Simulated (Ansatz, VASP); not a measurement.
## Ag in VASP and in Ansatz

```
Ag
1.0
     0.00000    2.01549    2.01549
     2.01549    0.00000    2.01549
     2.01549    2.01549    0.00000
Ag
1
Direct
  0.00000 0.00000 0.00000
```

Change from the starting cell: volume scaled by 0.96.

Alike in both runs: task single point; functional PBEsol; k mesh 15 × 15 × 15; occupations fermi-dirac, width 0.03 eV; no spin polarisation.

|  | VASP | Ansatz |
| --- | --- | --- |
| version | VASP 6.6.1 | Ansatz 0.2.0 |
| potentials or method | VASP PAW PBE potentials, release 64 (Ag), cutoff 520 eV | all-electron LAPW, scalar-relativistic |

|  | VASP | Ansatz | Ansatz less VASP |
| --- | --- | --- | --- |
| pressure (GPa) | 1.7 | 2.0 | +0.23 |

VASP's potentials were made for PBE, not for PBEsol. Ansatz ran all-electron here, and VASP with PAW potentials.
